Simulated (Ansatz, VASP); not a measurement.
**Mg: VASP beside Ansatz**

```
Mg
1.0
     3.17683    0.00000    0.00000
    -1.58841    2.75121    0.00000
     0.00000    0.00000   10.31886
Mg
4
Direct
  0.66667 0.33333 0.75000
  0.00000 0.00000 0.50000
  0.33333 0.66667 0.25000
  0.00000 0.00000 0.00000
```

Alike in both runs: task relaxation of cell and atoms; functional revPBE; k mesh 10 × 10 × 3; occupations fermi-dirac, width 0.05 eV; no spin polarisation.

|  | VASP | Ansatz |
| --- | --- | --- |
| version | VASP 6.6.1 | Ansatz 0.2.0 |
| potentials or method | VASP PAW PBE potentials, release 64 (Mg) | Ansatz PAW |
| plane-wave cutoff (eV) | 600 | 420 |
| valence electrons in the cell | 8 | 40 |

Ansatz gave:

* relaxed volume (Å³/atom): 23.74
* relaxed cell length with the largest relative difference (Å): 10.612

Question: Which values does VASP return?

Answer: Relaxed volume (Å³/atom): 23.63; relaxed cell length with the largest relative difference (Å): 10.592.

VASP's potentials were made for PBE, not for revPBE. VASP's potentials hold 8 valence electrons a cell and Ansatz's 40, so a difference there can come from the potentials and not from the codes.

Noted on Ansatz's run: the plane-wave basis is chosen anew once the cell has moved, so the energies of steps on either side of that aren't comparable.
